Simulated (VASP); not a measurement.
# SiGeO4 (P6_3mc) in VASP: a series of runs

The runs below take SiGeO4 through single point, with PBE.

Program: VASP 6.6.1. These are calculated values, not measurements. Logs are shortened: lines on timing, memory, paths and dates and some standing lists are left out, and cuts for length are marked.

## Step 1: The cell of the first run

It takes space group P6_3mc (No. 186, hexagonal). The conventional cell has a = 5.466 Å, b = 5.466 Å, c = 8.922 Å, α = 90.00°, β = 90.00°, γ = 120.00°. Within 2.2 Å of Si (site symmetry 3m) lie 4 O at 1.62 Å. Within 2.3 Å of Ge (site symmetry 3m) lie 4 O at 1.73 Å. Within 2.2 Å of O (site symmetry m) lie 1 Si at 1.62 Å and 1 Ge at 1.73 Å. O (site symmetry 3m) has 1 Si at 1.62 Å and 1 Ge at 1.73 Å within 2.2 Å.

The cell was generated, and may not be a known phase.

## Step 2: Single point, PBE

Contents of INCAR:

```
SYSTEM = SiGeO4
PREC = Accurate ; ENCUT = 520
EDIFF = 1E-6 ; ISMEAR = 0
SIGMA = 0.1 ; LREAL = .FALSE.
LASPH = .TRUE. ; NELM = 100
ALGO = Normal ; ISIF = 2
LWAVE = .FALSE. ; LCHARG = .FALSE.
GGA = PE ; NBANDS = 54
```

Contents of KPOINTS:

```
Automatic mesh
0
G
  6 6 2
  0 0 0
```

Contents of POSCAR:

```
SiGeO4
1.0
    5.4661038000      0.0000000000      0.0000000000
   -2.7330519000      4.7337847000      0.0000000000
    0.0000000000      0.0000000000      8.9224256000
Si Ge O
2 2 8
Direct
    0.3333333000      0.6666667000      0.9375280000
    0.6666667000      0.3333333000      0.4375280000
    0.6666667000      0.3333333000      0.0624100000
    0.3333333000      0.6666667000      0.5624100000
    0.0114250000      0.5057125000      0.9978940000
    0.4942875000      0.5057125000      0.9978940000
    0.4942875000      0.9885750000      0.9978940000
    0.3333333000      0.6666667000      0.7563810000
    0.6666667000      0.3333333000      0.2563810000
    0.5057125000      0.0114250000      0.4978940000
    0.5057125000      0.4942875000      0.4978940000
    0.9885750000      0.4942875000      0.4978940000
```

Potentials or basis: VASP PAW PBE potentials, release 64 (Si, Ge_d, O).

The run is started by

```console
$ cat potpaw_PBE.64/Si/POTCAR potpaw_PBE.64/Ge_d/POTCAR potpaw_PBE.64/O/POTCAR > POTCAR
$ mpirun -np 1 vasp_std > vasp.out
```

OUTCAR:

```text
SYSTEM = SiGeO4
   PREC = Accurate
   ENCUT = 520
   EDIFF = 1E-6
   ISMEAR = 0
   LREAL = .FALSE.
   LASPH = .TRUE.
   NELM = 100
   ISIF = 2
   GGA = PE

 ion  position               nearest neighbor table
   1  0.333  0.667  0.938-   7 1.62   5 1.62   6 1.62   8 1.62
   2  0.667  0.333  0.438-  10 1.62  12 1.62  11 1.62   9 1.62
   3  0.667  0.333  0.062-   7 1.73   5 1.73   6 1.73   9 1.73
   4  0.333  0.667  0.562-  10 1.73  12 1.73  11 1.73   8 1.73
   5  0.011  0.506  0.998-   1 1.62   3 1.73
   6  0.494  0.506  0.998-   1 1.62   3 1.73
   7  0.494  0.989  0.998-   1 1.62   3 1.73
   8  0.333  0.667  0.756-   1 1.62   4 1.73
   9  0.667  0.333  0.256-   2 1.62   3 1.73
  10  0.506  0.011  0.498-   2 1.62   4 1.73
  11  0.506  0.494  0.498-   2 1.62   4 1.73
  12  0.989  0.494  0.498-   2 1.62   4 1.73

  LATTYP: Found a hexagonal cell.
 ALAT       =     5.4661038000
 C/A-ratio  =     1.6323190935

  Lattice vectors:

 A1 = (   5.4661038000,   0.0000000000,   0.0000000000)
 A2 = (  -2.7330519000,   4.7337847000,   0.0000000000)
 A3 = (   0.0000000000,   0.0000000000,   8.9224256000)

Analysis of symmetry for initial positions (statically):
=====================================================================
 Subroutine PRICEL returns:
 Original cell was already a primitive cell.

 Routine SETGRP: Setting up the symmetry group for a
 hexagonal supercell.

 Subroutine GETGRP returns: Found 12 space group operations
 (whereof  6 operations were pure point group operations)
 out of a pool of 24 trial point group operations.

The static configuration has the point symmetry C_3v.
 The point group associated with its full space group is C_6v.

Analysis of symmetry for dynamics (positions and initial velocities):
=====================================================================
 Subroutine PRICEL returns:
 Original cell was already a primitive cell.

 Routine SETGRP: Setting up the symmetry group for a
 hexagonal supercell.

 Subroutine GETGRP returns: Found 12 space group operations
 (whereof  6 operations were pure point group operations)
 out of a pool of 24 trial point group operations.

The dynamic configuration has the point symmetry C_3v.
 The point group associated with its full space group is C_6v.

 Subroutine INISYM returns: Found 12 space group operations
 (whereof  6 operations are pure point group operations),
 and found     1 'primitive' translations

----------------------------------------------------------------------------------------

[... 115 lines left out ...]
   EFERMI =   0.00;   METHOD = LEGACY
   ISMEAR =     0;   SIGMA  =   0.10  broadening in eV -4-tet -1-fermi 0-gaus
   EFERMI_NEDOS =   21; number of points for ismear=-14 and -15
   IALGO  =     38    algorithm
   IMIX   =      4    mixing-type and parameters
     AMIX     =   0.40;   BMIX     =  1.00
     AMIX_MAG =   1.60;   BMIX_MAG =  1.00
  volume/ion in A,a.u.               =      19.24       129.83
  Fermi-wavevector in a.u.,A,eV,Ry     =   1.168723  2.208566 18.584372  1.365913
  Thomas-Fermi vector in A             =   2.305205
   LORBIT       =      0    0 simple, 1 ext, 2 COOP (PROOUT), +10 PAW based schemes
   GGA     = PE    functional components
   LHFCALC =     F    Hartree Fock is set to
   AEXX    =    0.0000 exact exchange contribution
   IVDW    =     0    specifies the selected vdW correction
   LEPSILON=     F    determine dielectric tensor
   LRPA    =     F    only Hartree local field effects (RPA)
 non-spin polarized calculation
 Gauss-broadening in eV      SIGMA  =   0.10
  energy-cutoff  :      520.00
  volume of cell :      230.87
 maximum number of plane-waves:      6243
 NGX is ok and might be reduce to    42
   NGX = 21   NGY = 21   NGZ = 33

 number of electron      83.9999991 magnetization

 Free energy of the ion-electron system (eV)
  ---------------------------------------------------
  ext. energy  EPLUGINS =         0.00000000
  ---------------------------------------------------
  free energy    TOTEN  =       -85.12782322 eV

  energy without entropy =      -85.12782322  energy(sigma->0) =      -85.12782322

 E-fermi :  -1.0716     XC(G=0):  -7.2579

 val. band max:       -1.6006538238   @ k =   0.0000   0.0000   0.0000
 cond. band min:       2.4310355651   @ k =   0.0000   0.0000   0.0000
 fundamental gap:      4.0316893889
 Fermi energy:        -1.0716040410

 k-point     1 :       0.0000    0.0000    0.0000
  band No.  band energies     occupation
      1     -25.1938      2.00000
      2     -25.1880      2.00000
      3     -25.1874      2.00000
      4     -25.1874      2.00000
      5     -25.1870      2.00000
      6     -25.1870      2.00000
[... 787 lines left out ...]
     53       8.7010      0.00000
     54       8.7010      0.00000

------------------------ aborting loop because EDIFF is reached ----------------------------------------

  FORCE on cell =-STRESS in cart. coord.  units (eV):
  Direction    XX          YY          ZZ          XY          YZ          ZX
  --------------------------------------------------------------------------------------
  -------------------------------------------------------------------------------------
  Total       -0.3572976     -0.3572976     -0.3629373      0.0000000      0.0000000      0.0000000
  in kB       -2.4795414     -2.4795413     -2.5186793      0.0000000      0.0000000      0.0000000
  external PRESSURE =      -2.4925873 kB  Pullay stress =       0.0000000 kB

 VOLUME and BASIS-vectors are now :
 -----------------------------------------------------------------------------
  energy-cutoff  :      520.00
  volume of cell :      230.87
      direct lattice vectors                 reciprocal lattice vectors
     5.466103800  0.000000000  0.000000000     0.182945666  0.105623731  0.000000000
    -2.733051900  4.733784700  0.000000000     0.000000000  0.211247461  0.000000000
     0.000000000  0.000000000  8.922425600     0.000000000  0.000000000  0.112077146

 POSITION                                       TOTAL-FORCE (eV/Angst)
 -----------------------------------------------------------------------------------
     -0.00000      3.15586      8.36502         0.000000      0.000000     -0.003767
      2.73305      1.57793      3.90381         0.000000      0.000000     -0.003767
      2.73305      1.57793      0.55685         0.000000      0.000000     -0.001554
     -0.00000      3.15586      5.01806         0.000000      0.000000     -0.001554
     -1.31969      2.39393      8.90363        -0.080479     -0.046465      0.034442
      1.31969      2.39393      8.90363         0.080479     -0.046465      0.034442
      0.00000      4.67970      8.90363         0.000000      0.092929      0.034442
     -0.00000      3.15586      6.74875         0.000000      0.000000     -0.098006
      2.73305      1.57793      2.28754         0.000000      0.000000     -0.098006
      2.73305      0.05408      4.44242        -0.000000     -0.092929      0.034442
      1.41336      2.33985      4.44242        -0.080479      0.046465      0.034442
      4.05274      2.33985      4.44242         0.080479      0.046465      0.034442
 -----------------------------------------------------------------------------------
    total drift:                               -0.001282      0.000739      0.004623

  FREE ENERGIE OF THE ION-ELECTRON SYSTEM (eV)
  ---------------------------------------------------
  free  energy   TOTEN  =       -85.1278232190 eV

  energy  without entropy=      -85.1278232190  energy(sigma->0) =      -85.12782322
```

OSZICAR:

```text
N       E                     dE             d eps       ncg     rms          rms(c)
DAV:   1     0.102780744886E+04    0.10278E+04   -0.39806E+04  2200   0.251E+03
DAV:   2     0.978423518171E+02   -0.92997E+03   -0.87303E+03  1864   0.882E+02
DAV:   3    -0.855825297639E+02   -0.18342E+03   -0.18192E+03  1632   0.220E+02
DAV:   4    -0.991039443060E+02   -0.13521E+02   -0.13451E+02  1888   0.758E+01
DAV:   5    -0.995523161833E+02   -0.44837E+00   -0.44754E+00  1808   0.124E+01    0.266E+01
DAV:   6    -0.848851849658E+02    0.14667E+02   -0.50914E+01  2360   0.110E+02    0.972E+00
DAV:   7    -0.851925145865E+02   -0.30733E+00   -0.58616E+00  1740   0.963E+00    0.536E+00
DAV:   8    -0.851511579295E+02    0.41357E-01   -0.67881E-01  2288   0.710E+00    0.133E+00
DAV:   9    -0.851239996251E+02    0.27158E-01   -0.20639E-01  2424   0.395E+00    0.416E-01
DAV:  10    -0.851270528479E+02   -0.30532E-02   -0.13640E-02  1876   0.921E-01    0.164E-01
DAV:  11    -0.851279348259E+02   -0.88198E-03   -0.16918E-03  1902   0.348E-01    0.806E-02
DAV:  12    -0.851279054862E+02    0.29340E-04   -0.44536E-04  2052   0.221E-01    0.163E-02
DAV:  13    -0.851278370551E+02    0.68431E-04   -0.10630E-04  1750   0.568E-02    0.172E-02
DAV:  14    -0.851278241431E+02    0.12912E-04   -0.17189E-05  2026   0.316E-02    0.559E-03
DAV:  15    -0.851278232190E+02    0.92418E-06   -0.62557E-07  1220   0.904E-03
   1 F= -.85127823E+02 E0= -.85127823E+02  d E =-.438443E-14
```

Run time: 9.1 min. Hardware: 1 thread of Intel Xeon 8259CL, shared host; peak memory 0.42 GiB.

Results:

* Free energy: -85.1278 eV
* Pressure: -0.2 GPa
* Largest force: 0.099 eV/Å
* Band gap on the k mesh: 4.03 eV

Forces in eV/Å, atoms in the order of the input:
```
Si   0.000  0.000 -0.004
Si   0.000  0.000 -0.004
Ge   0.000  0.000 -0.002
Ge   0.000  0.000 -0.002
O   -0.080 -0.046  0.034
O    0.080 -0.046  0.034
O    0.000  0.093  0.034
O    0.000  0.000 -0.098
O    0.000  0.000 -0.098
O    0.000 -0.093  0.034
O   -0.080  0.046  0.034
O    0.080  0.046  0.034
```

A k mesh can miss the band edges.

## Step 3: Single point, PBE

Contents of INCAR:

```
PREC = Accurate
ENCUT = 520
EDIFF = 1E-7
ISMEAR = 0
SIGMA = 0.02
LREAL = F
LASPH = T
NELM = 60
ALGO = Normal
ISIF = 2
LWAVE = F
LCHARG = F
GGA = PE
NBANDS = 54
```

Contents of KPOINTS:

```
Automatic mesh
0
Gamma
  6 6 4
```

Contents of POSCAR:

```
SiGeO4
1.0
    5.4661037708      0.0000000000      0.0000000000
   -2.7330518854      4.7337847253      0.0000000000
    0.0000000000      0.0000000000      8.9224256000
Si Ge O
2 2 8
Direct
    0.3333333333      0.6666666667      0.9375280000
    0.6666666667      0.3333333333      0.4375280000
    0.6666666667      0.3333333333      0.0624100000
    0.3333333333      0.6666666667      0.5624100000
    0.0114250000      0.5057125000      0.9978940000
    0.4942875000      0.5057125000      0.9978940000
    0.4942875000      0.9885750000      0.9978940000
    0.3333333333      0.6666666667      0.7563810000
    0.6666666667      0.3333333333      0.2563810000
    0.5057125000      0.0114250000      0.4978940000
    0.5057125000      0.4942875000      0.4978940000
    0.9885750000      0.4942875000      0.4978940000
```

Potentials or basis: VASP PAW PBE potentials, release 64 (Si, Ge_d, O).

The run is started by

```console
$ cat potpaw_PBE.64/Si/POTCAR potpaw_PBE.64/Ge_d/POTCAR potpaw_PBE.64/O/POTCAR > POTCAR
$ mpirun -np 1 vasp_std > vasp.out
```

OUTCAR:

```text
PREC = Accurate
   ENCUT = 520
   EDIFF = 1E-7
   ISMEAR = 0
   LREAL = F
   LASPH = T
   NELM = 60
   ISIF = 2
   GGA = PE

 ion  position               nearest neighbor table
   1  0.333  0.667  0.938-   5 1.62   7 1.62   6 1.62   8 1.62
   2  0.667  0.333  0.438-  12 1.62  10 1.62  11 1.62   9 1.62
   3  0.667  0.333  0.062-   5 1.73   7 1.73   6 1.73   9 1.73
   4  0.333  0.667  0.562-  12 1.73  10 1.73  11 1.73   8 1.73
   5  0.011  0.506  0.998-   1 1.62   3 1.73
   6  0.494  0.506  0.998-   1 1.62   3 1.73
   7  0.494  0.989  0.998-   1 1.62   3 1.73
   8  0.333  0.667  0.756-   1 1.62   4 1.73
   9  0.667  0.333  0.256-   2 1.62   3 1.73
  10  0.506  0.011  0.498-   2 1.62   4 1.73
  11  0.506  0.494  0.498-   2 1.62   4 1.73
  12  0.989  0.494  0.498-   2 1.62   4 1.73

  LATTYP: Found a hexagonal cell.
 ALAT       =     5.4661037708
 C/A-ratio  =     1.6323191023

  Lattice vectors:

 A1 = (   5.4661037708,   0.0000000000,   0.0000000000)
 A2 = (  -2.7330518854,   4.7337847253,   0.0000000000)
 A3 = (   0.0000000000,   0.0000000000,   8.9224256000)

Analysis of symmetry for initial positions (statically):
=====================================================================
 Subroutine PRICEL returns:
 Original cell was already a primitive cell.

 Routine SETGRP: Setting up the symmetry group for a
 hexagonal supercell.

 Subroutine GETGRP returns: Found 12 space group operations
 (whereof  6 operations were pure point group operations)
 out of a pool of 24 trial point group operations.

The static configuration has the point symmetry C_3v.
 The point group associated with its full space group is C_6v.

Analysis of symmetry for dynamics (positions and initial velocities):
=====================================================================
 Subroutine PRICEL returns:
[... 154 lines left out ...]
   IVDW    =     0    specifies the selected vdW correction
   LEPSILON=     F    determine dielectric tensor
   LRPA    =     F    only Hartree local field effects (RPA)
 non-spin polarized calculation
 Gauss-broadening in eV      SIGMA  =   0.02
  energy-cutoff  :      520.00
  volume of cell :      230.87
 maximum number of plane-waves:      6243
 NGX is ok and might be reduce to    42
   NGX = 21   NGY = 21   NGZ = 33

 number of electron      83.9999991 magnetization

 Free energy of the ion-electron system (eV)
  ---------------------------------------------------
  ext. energy  EPLUGINS =         0.00000000
  ---------------------------------------------------
  free energy    TOTEN  =       -85.12779481 eV

  energy without entropy =      -85.12779481  energy(sigma->0) =      -85.12779481

 E-fermi :  -1.4241     XC(G=0):  -7.2580

 val. band max:       -1.6008210936   @ k =   0.0000   0.0000   0.0000
 cond. band min:       2.4309389016   @ k =   0.0000   0.0000   0.0000
 fundamental gap:      4.0317599952
 Fermi energy:        -1.4240678965

 k-point     1 :       0.0000    0.0000    0.0000
  band No.  band energies     occupation
      1     -25.1938      2.00000
      2     -25.1879      2.00000
      3     -25.1874      2.00000
      4     -25.1874      2.00000
      5     -25.1870      2.00000
      6     -25.1870      2.00000
[... 1186 lines left out ...]
     53       8.7010      0.00000
     54       8.7010      0.00000

------------------------ aborting loop because EDIFF is reached ----------------------------------------

  FORCE on cell =-STRESS in cart. coord.  units (eV):
  Direction    XX          YY          ZZ          XY          YZ          ZX
  --------------------------------------------------------------------------------------
  -------------------------------------------------------------------------------------
  Total       -0.3575207     -0.3575207     -0.3622411      0.0000000      0.0000000      0.0000000
  in kB       -2.4810898     -2.4810898     -2.5138480      0.0000000      0.0000000      0.0000000
  external PRESSURE =      -2.4920092 kB  Pullay stress =       0.0000000 kB

 VOLUME and BASIS-vectors are now :
 -----------------------------------------------------------------------------
  energy-cutoff  :      520.00
  volume of cell :      230.87
      direct lattice vectors                 reciprocal lattice vectors
     5.466103771  0.000000000  0.000000000     0.182945667  0.105623730  0.000000000
    -2.733051885  4.733784725  0.000000000     0.000000000  0.211247460  0.000000000
     0.000000000  0.000000000  8.922425600     0.000000000  0.000000000  0.112077146

 POSITION                                       TOTAL-FORCE (eV/Angst)
 -----------------------------------------------------------------------------------
     -0.00000      3.15586      8.36502         0.000000      0.000000     -0.003822
      2.73305      1.57793      3.90381         0.000000      0.000000     -0.003822
      2.73305      1.57793      0.55685         0.000000      0.000000     -0.001509
     -0.00000      3.15586      5.01806         0.000000      0.000000     -0.001509
     -1.31969      2.39393      8.90363        -0.080163     -0.046282      0.034340
      1.31969      2.39393      8.90363         0.080163     -0.046282      0.034340
      0.00000      4.67970      8.90363         0.000000      0.092564      0.034340
     -0.00000      3.15586      6.74875         0.000000      0.000000     -0.097687
      2.73305      1.57793      2.28754         0.000000      0.000000     -0.097687
      2.73305      0.05408      4.44242         0.000000     -0.092564      0.034340
      1.41336      2.33985      4.44242        -0.080163      0.046282      0.034340
      4.05274      2.33985      4.44242         0.080163      0.046282      0.034340
 -----------------------------------------------------------------------------------
    total drift:                               -0.000002     -0.000000      0.004497

  FREE ENERGIE OF THE ION-ELECTRON SYSTEM (eV)
  ---------------------------------------------------
  free  energy   TOTEN  =       -85.1277948071 eV

  energy  without entropy=      -85.1277948071  energy(sigma->0) =      -85.12779481
```

Run time: 11 min. Hardware: 1 thread of Intel Xeon 8259CL, shared host; peak memory 0.47 GiB.

Results:

* Free energy: -85.1278 eV
* Pressure: -0.2 GPa
* Largest force: 0.099 eV/Å
* Band gap on the k mesh: 4.03 eV

Forces on the atoms (eV/Å):
```
Si   0.000  0.000 -0.004
Si   0.000  0.000 -0.004
Ge   0.000  0.000 -0.002
Ge   0.000  0.000 -0.002
O   -0.080 -0.046  0.034
O    0.080 -0.046  0.034
O    0.000  0.093  0.034
O    0.000  0.000 -0.098
O    0.000  0.000 -0.098
O    0.000 -0.093  0.034
O   -0.080  0.046  0.034
O    0.080  0.046  0.034
```

Levels at points of the mesh, in eV from the valence-band top:
| k point | band 39 | band 40 | band 41 | band 42 | band 43 | band 44 | band 45 | band 46 |
| --- | --- | --- | --- | --- | --- | --- | --- | --- |
| (0.00, 0.00, 0.00) | -0.02 | -0.02 | 0.00 | 0.00 | 4.03 | 5.55 | 6.89 | 7.74 |
| (0.50, 0.00, 0.00) | -0.66 | -0.65 | -0.44 | -0.01 | 5.68 | 6.47 | 7.51 | 8.23 |
| (0.00, 0.00, 0.50) | -0.33 | -0.33 | 0.00 | 0.00 | 4.79 | 4.79 | 7.27 | 7.27 |
| (0.50, 0.00, 0.50) | -0.55 | -0.55 | -0.24 | -0.24 | 5.97 | 5.97 | 7.73 | 7.73 |

A k mesh can miss the band edges.
